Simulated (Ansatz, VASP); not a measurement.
# Two plane-wave programs on PdWSe3

```
CELL_PARAMETERS angstrom
4.91974 0.00000 0.00000
0.00000 4.91974 0.00000
0.00000 0.00000 4.91974
ATOMIC_POSITIONS crystal
Pd 0.50000 0.50000 0.50000
W 0.00000 0.00000 0.00000
Se 0.50000 0.00000 0.00000
Se 0.00000 0.50000 0.00000
Se 0.00000 0.00000 0.50000
```

Change from the starting cell: species swapped into the DyRu3C type (Pm-3m, No. 221).

Alike in both runs: functional PBE; k mesh 4 × 4 × 4; occupations gaussian, width 0.1 eV; no spin polarisation.

Ansatz relaxed the structure, and its values are those at the end. VASP's run is a single point on that final structure, the one shown.

|  | VASP | Ansatz |
| --- | --- | --- |
| version | VASP 6.6.1 | Ansatz 0.2.0 |
| potentials or method | VASP PAW PBE potentials, release 64 (Pd, W_sv, Se), cutoff 520 eV | scalar-relativistic, plane waves, PAW |
| valence electrons in the cell | 42 | 80 |

```tsv
	VASP	Ansatz	Ansatz less VASP
gap on the k mesh at the Fermi level (eV)	none	none	-
pressure (GPa)	-0.2	-0.4	-0.11
```

A gap of «none» marks a metal or a gap that the smearing closes. VASP's potentials hold 42 valence electrons a cell and Ansatz's 80, so a difference there can come from the potentials and not from the codes.

Spin-orbit coupling is off throughout.
